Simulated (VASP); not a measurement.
# Ag in VASP: a series of runs

The runs below take Ag through single point, with PBE.

Everything below comes from runs of VASP 6.6.1. Logs are shortened: lines on timing, memory, paths and dates and some standing lists are left out, and cuts for length are marked.

### 1 The cell of the first run

The cell holds a cluster in a box, 1 atom: a = 8.500 Å, b = 8.800 Å, c = 9.100 Å, α = 90.00°, β = 90.00°, γ = 90.00°.

### 2 Single point, PBE, collinear spin, ferromagnetic start

Input file INCAR:

```
PREC = Accurate
ENCUT = 400
EDIFF = 1E-6
ISMEAR = -1
SIGMA = 0.1
LREAL = F
LASPH = T
NELM = 200
ALGO = Normal
ISIF = 2
LWAVE = F
LCHARG = F
ISPIN = 2
MAGMOM = 1
LORBIT = 11
LMAXMIX = 4
GGA = PE
NBANDS = 16
GGA_COMPAT = F
```

Input file KPOINTS:

```
Automatic mesh
0
Gamma
  1 1 1
```

Input file POSCAR:

```
Ag
1.0
    8.5000000000      0.0000000000      0.0000000000
    0.0000000000      8.8000000000      0.0000000000
    0.0000000000      0.0000000000      9.1000000000
Ag
1
Direct
    0.4939944800      0.5012839000      0.4985081100
```

Potentials or basis: VASP PAW PBE potentials, release 64 (Ag).

Launch:

```bash
$ cat potpaw_PBE.64/Ag/POTCAR > POTCAR
$ mpirun -np 1 vasp_gam > vasp.out
```

OUTCAR:

```text
PREC = Accurate
   ENCUT = 400
   EDIFF = 1E-6
   ISMEAR = -1
   LREAL = F
   LASPH = T
   NELM = 200
   ISIF = 2
   ISPIN = 2
   LORBIT = 11
   GGA = PE

 ion  position               nearest neighbor table
   1  0.494  0.501  0.499-

  LATTYP: Found a simple orthorhombic cell.
 ALAT       =     8.5000000000
 B/A-ratio  =     1.0352941176
 C/A-ratio  =     1.0705882353

  Lattice vectors:

 A1 = (   8.5000000000,   0.0000000000,   0.0000000000)
 A2 = (   0.0000000000,   8.8000000000,   0.0000000000)
 A3 = (   0.0000000000,   0.0000000000,   9.1000000000)

Analysis of symmetry for initial positions (statically):
=====================================================================
 Subroutine PRICEL returns:
 Original cell was already a primitive cell.

 Routine SETGRP: Setting up the symmetry group for a
 simple orthorhombic supercell.

 Subroutine GETGRP returns: Found  8 space group operations
 (whereof  1 operations were pure point group operations)
 out of a pool of  8 trial point group operations.

The static configuration has the point symmetry C_1 .
 The point group associated with its full space group is D_2h.

Analysis of symmetry for dynamics (positions and initial velocities):
=====================================================================
 Subroutine PRICEL returns:
 Original cell was already a primitive cell.

 Routine SETGRP: Setting up the symmetry group for a
 simple orthorhombic supercell.

 Subroutine GETGRP returns: Found  8 space group operations
 (whereof  1 operations were pure point group operations)
 out of a pool of  8 trial point group operations.

The dynamic configuration has the point symmetry C_1 .
 The point group associated with its full space group is D_2h.

Analysis of structural, dynamic, and magnetic symmetry:
=====================================================================
 Subroutine PRICEL returns:
 Original cell was already a primitive cell.

 Routine SETGRP: Setting up the symmetry group for a
 simple orthorhombic supercell.

 Subroutine GETGRP returns: Found  8 space group operations
 (whereof  1 operations were pure point group operations)
 out of a pool of  8 trial point group operations.

The overall configuration has the point symmetry C_1 .
 The point group associated with its full space group is D_2h.

 Subroutine INISYM returns: Found  8 space group operations
 (whereof  1 operations are pure point group operations),
 and found     1 'primitive' translations

----------------------------------------------------------------------------------------

                                     Primitive cell

  volume of cell :     680.6800

  direct lattice vectors                    reciprocal lattice vectors
     8.500000000  0.000000000  0.000000000     0.117647059  0.000000000  0.000000000
     0.000000000  8.800000000  0.000000000     0.000000000  0.113636364  0.000000000
     0.000000000  0.000000000  9.100000000     0.000000000  0.000000000  0.109890110

  length of vectors
     8.500000000  8.800000000  9.100000000     0.117647059  0.113636364  0.109890110

  position of ions in fractional coordinates (direct lattice)
     0.493994480  0.501283900  0.498508110

  ion indices of the primitive-cell ions
   primitive index   ion index
                 1           1

----------------------------------------------------------------------------------------

 KPOINTS: Automatic mesh

Automatic generation of k-mesh.
 Grid dimensions read from file:
 generate k-points for:    1    1    1

 Generating k-lattice:

  Cartesian coordinates                     Fractional coordinates (reciprocal lattice)
     0.117647059  0.000000000  0.000000000     1.000000000  0.000000000  0.000000000
     0.000000000  0.113636364  0.000000000     0.000000000  1.000000000  0.000000000
     0.000000000  0.000000000  0.109890110     0.000000000  0.000000000  1.000000000

  Length of vectors
     0.117647059  0.113636364  0.109890110

  Shift w.r.t. Gamma in fractional coordinates (k-lattice)
     0.000000000  0.000000000  0.000000000

 Subroutine IBZKPT returns following result:
 ===========================================

 Found      1 irreducible k-points:

 Following reciprocal coordinates:
            Coordinates               Weight
  0.000000  0.000000  0.000000      1.000000
   k-points           NKPTS =      1   k-points in BZ     NKDIM =      1   number of bands    NBANDS=     16
   number of dos      NEDOS =    301   number of ions     NIONS =      1
   total plane-waves  NPLWV = 201600
   dimension x,y,z NGX =    56 NGY =   60 NGZ =   60
   dimension x,y,z NGXF=   112 NGYF=  120 NGZF=  120
   ions per type =               1
   NGX,Y,Z   is equivalent  to a cutoff of  10.95, 11.33, 10.96 a.u.
   NGXF,Y,Z  is equivalent  to a cutoff of  21.91, 22.67, 21.92 a.u.
 SYSTEM =  unknown system
   PREC   = accura    normal or accurate (medium, high low for compatibility)
   ISTART =      0    job   : 0-new  1-cont  2-samecut
   ICHARG =      2    charge: 1-file 2-atom 10-const
   ISPIN  =      2    spin polarized calculation?
   LNONCOLLINEAR =      F non collinear calculations
   LSORBIT =      F    spin-orbit coupling
   LASPH  =      T    aspherical Exc in radial PAW
   ENCUT  =  400.0 eV  29.40 Ry    5.42 a.u.  13.86 14.35 14.84*2*pi/ulx,y,z
   NELM   =    200;   NELMIN=  2; NELMDL= -5     # of ELM steps
   EDIFF  = 0.1E-05   stopping-criterion for ELM
   LREAL  =      F    real-space projection
   EDIFFG = 0.1E-04   stopping-criterion for IOM
   NSW    =      0    number of steps for IOM
   IBRION =     -1    ionic relax: 0-MD 1-quasi-New 2-CG
   NFREE  =      0    steps in history (QN), initial steepest desc. (CG)
   ISIF   =      2    stress and relaxation
   ISYM   =      2    0-nonsym 1-usesym 2-fastsym
   POTIM  = 0.5000    time-step for ionic-motion
   TEBEG  =    0.0;   TEEND  =   0.0 temperature during run
   PSTRESS=    0.0 pullay stress
   NELECT =      11.0000    total number of electrons
   NUPDOWN=      -1.0000    fix difference up-down
   EMIN   =  10.00;   EMAX   =-10.00  energy-range for DOS
   EFERMI =   0.00;   METHOD = LEGACY
   ISMEAR =    -1;   SIGMA  =   0.10  broadening in eV -4-tet -1-fermi 0-gaus
   EFERMI_NEDOS =   21; number of points for ismear=-14 and -15
   IALGO  =     38    algorithm
   IMIX   =      4    mixing-type and parameters
     AMIX     =   0.40;   BMIX     =  1.00
     AMIX_MAG =   1.60;   BMIX_MAG =  1.00
  volume/ion in A,a.u.               =     680.68      4593.46
  Fermi-wavevector in a.u.,A,eV,Ry     =   0.413896  0.782150  2.330814  0.171310
  Thomas-Fermi vector in A             =   1.371828
   LORBIT       =     11    0 simple, 1 ext, 2 COOP (PROOUT), +10 PAW based schemes
   GGA     = PE    functional components
   LHFCALC =     F    Hartree Fock is set to
   AEXX    =    0.0000 exact exchange contribution
   IVDW    =     0    specifies the selected vdW correction
   LEPSILON=     F    determine dielectric tensor
   LRPA    =     F    only Hartree local field effects (RPA)
 spin polarized calculation
  energy-cutoff  :      400.00
  volume of cell :      680.68
 maximum number of plane-waves:      6190
 NGX is ok and might be reduce to    54
   NGX = 27   NGY = 29   NGZ = 29

 number of electron      11.0000003 magnetization       0.9469421

 Free energy of the ion-electron system (eV)
  ---------------------------------------------------
  ext. energy  EPLUGINS =         0.00000000
  ---------------------------------------------------
  free energy    TOTEN  =        -0.21863426 eV

  energy without entropy =       -0.19415150  energy(sigma->0) =       -0.20639288

 E-fermi :  -4.0587     XC(G=0):  -1.2621

 val. band max:       -4.4190463480   @ k =   0.0000   0.0000   0.0000
 cond. band min:      -3.6984180580   @ k =   0.0000   0.0000   0.0000
 fundamental gap:      0.7206282900
 Fermi energy:        -4.0587322028

 spin component 1

 k-point     1 :       0.0000    0.0000    0.0000
  band No.  band energies     occupation
      1      -7.2015      1.00000
      2      -7.2014      1.00000
      3      -7.2012      1.00000
      4      -7.2012      1.00000
      5      -7.2011      1.00000
      6      -4.4190      0.97348
      7      -0.5373      0.00000
      8      -0.4979      0.00000
      9      -0.4515      0.00000
     10      -0.1958      0.00000
     11       1.0395      0.00000
     12       1.1409      0.00000
     13       2.0529      0.00000
     14       2.1412      0.00000
     15       2.2437      0.00000
     16       2.3544      0.00000
 Fermi energy:        -4.0587322028

 spin component 2

 k-point     1 :       0.0000    0.0000    0.0000
  band No.  band energies     occupation
      1      -7.0080      1.00000
      2      -7.0079      1.00000
      3      -7.0078      1.00000
      4      -7.0078      1.00000
      5      -7.0077      1.00000
      6      -3.6984      0.02652
      7       0.1575      0.00000
      8       0.1994      0.00000
      9       0.2483      0.00000
     10       0.3229      0.00000
     11       1.6134      0.00000
     12       1.7203      0.00000
     13       2.5695      0.00000
     14       2.6523      0.00000
     15       2.7518      0.00000
     16       2.7876      0.00000

------------------------ aborting loop because EDIFF is reached ----------------------------------------

  FORCE on cell =-STRESS in cart. coord.  units (eV):
  Direction    XX          YY          ZZ          XY          YZ          ZX
  --------------------------------------------------------------------------------------
  -------------------------------------------------------------------------------------
  Total       -0.1221859     -0.1055273     -0.0922567      0.0000000      0.0000000      0.0000000
  in kB       -0.2875998     -0.2483891     -0.2171529      0.0000000      0.0000000      0.0000000
  external PRESSURE =      -0.2510473 kB  Pullay stress =       0.0000000 kB

 VOLUME and BASIS-vectors are now :
 -----------------------------------------------------------------------------
  energy-cutoff  :      400.00
  volume of cell :      680.68
      direct lattice vectors                 reciprocal lattice vectors
     8.500000000  0.000000000  0.000000000     0.117647059  0.000000000  0.000000000
     0.000000000  8.800000000  0.000000000     0.000000000  0.113636364  0.000000000
     0.000000000  0.000000000  9.100000000     0.000000000  0.000000000  0.109890110

 POSITION                                       TOTAL-FORCE (eV/Angst)
 -----------------------------------------------------------------------------------
      4.19895      4.41130      4.53642         0.000000      0.000000      0.000000
 -----------------------------------------------------------------------------------
    total drift:                                0.000034     -0.000021     -0.000012

  FREE ENERGIE OF THE ION-ELECTRON SYSTEM (eV)
  ---------------------------------------------------
  free  energy   TOTEN  =        -0.2186342596 eV

  energy  without entropy=       -0.1941515024  energy(sigma->0) =       -0.20639288

 total charge

# of ion       s       p       d       tot
------------------------------------------
    1        0.363   0.000   9.340   9.703

 magnetization (x)

# of ion       s       p       d       tot
------------------------------------------
    1        0.343   0.000  -0.021   0.322
```

It took 1.9 min on 1 thread of Intel Xeon 8259CL, shared host; peak memory 0.56 GiB.

Results:

- Free energy: -0.2186 eV
- Gap between the frontier levels: 0.72 eV
- Net moment: 0.95 μB per cell
- Site moments: Ag +0.32 μB
- Valence electrons inside the program's atomic spheres: Ag 9.70

### 3 Single point, PBE, collinear spin, ferromagnetic start

Input file INCAR:

```
SYSTEM = Ag
  ALGO = Normal
  EDIFF = 1E-6
  ENCUT = 400
  GGA = PE
  GGA_COMPAT = .FALSE.
  ISIF = 2
  ISMEAR = -1
  ISPIN = 2
  LASPH = .TRUE.
  LCHARG = .FALSE.
  LMAXMIX = 4
  LORBIT = 11
  LREAL = .FALSE.
  LWAVE = .FALSE.
  MAGMOM = 1
  NBANDS = 16
  NELM = 200
  PREC = Accurate
  SIGMA = 0.1
```

Input file KPOINTS:

```
k-points
0
G
  1 1 1
  0 0 0
```

POSCAR is that of step 2.

Potentials or basis: VASP PAW PBE potentials, release 64 (Ag).

Launch:

```bash
$ cat potpaw_PBE.64/Ag/POTCAR > POTCAR
$ mpirun -np 1 vasp_gam > vasp.out
```

Run time: 1.8 min. Hardware: 1 thread of Intel Xeon 8259CL, shared host; peak memory 0.56 GiB.

The run converged. Its results:

- Free energy: -0.2186 eV
- Gap between the frontier levels: 0.72 eV
- Net moment: 0.95 μB per cell
- Site moments: Ag +0.32 μB
- Valence electrons inside the program's atomic spheres: Ag 9.70

Levels at points of the mesh, in eV from the valence-band top:
Spin up:
| k point | band 2 | band 3 | band 4 | band 5 | band 6 | band 7 | band 8 | band 9 | band 10 | band 11 |
| --- | --- | --- | --- | --- | --- | --- | --- | --- | --- | --- |
| (0.00, 0.00, 0.00) | -2.78 | -2.78 | -2.78 | -2.78 | 0.00 | 3.88 | 3.92 | 3.97 | 4.22 | 5.46 |
Spin down:
| k point | band 3 | band 4 | band 5 | band 6 | band 7 | band 8 |
| --- | --- | --- | --- | --- | --- | --- |
| (0.00, 0.00, 0.00) | -2.59 | -2.59 | -2.59 | 0.72 | 4.58 | 4.62 |
